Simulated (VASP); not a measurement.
Wanted: the native input for a VASP 6.6.1 run.

```
Task                   : single point
Functional             : PBE
Potentials or basis    : VASP PAW PBE potentials, release 64 (P)
Cutoff                 : 520 eV
k mesh                 : 12 × 12 × 12
Occupations            : fermi-dirac, width 0.1 eV
Spin                   : no spin polarisation
Dipole correction      : no
Further INCAR settings : ALGO = Normal; EDIFF = 1e-06; NBANDS = 12
```

The structure of P lies in POSCAR:

```
P
1.0
    0.0000000000      2.1780050689      2.1780050689
    2.1780050689      0.0000000000      2.1780050689
    2.1780050689      2.1780050689      0.0000000000
P
2
Direct
   -0.1250000000     -0.1250000000     -0.1250000000
    0.1250000000      0.1250000000      0.1250000000
```

This isn't the form of P at room conditions, which is orthorhombic.

These files were run (other wordings do the same):

INCAR

```
SYSTEM = P
  PREC = Accurate
  ENCUT = 520
  EDIFF = 1E-6
  ISMEAR = -1
  SIGMA = 0.1
  LREAL = .False.
  LASPH = .True.
  NELM = 80
  ALGO = Normal
  ISIF = 2
  LWAVE = .False.
  LCHARG = .False.
  GGA = PE
  NBANDS = 12
```

KPOINTS

```
Automatic mesh
0
Gamma
  12 12 12
  0 0 0
```

Potentials or basis: VASP PAW PBE potentials, release 64 (P).

Launch:

```sh
$ cat potpaw_PBE.64/P/POTCAR > POTCAR
$ mpirun -np 1 vasp_std > vasp.out
```

It gave:

The pressure is 151.8 GPa. The band gap on the k mesh is zero (bands 5 and 6 overlap by 4.97 eV).

Caveat: the cell stands under pressure.

Wall time 19 s on 1 thread of Intel Xeon 8259CL, with other jobs on the host, peak memory 0.14 GiB.
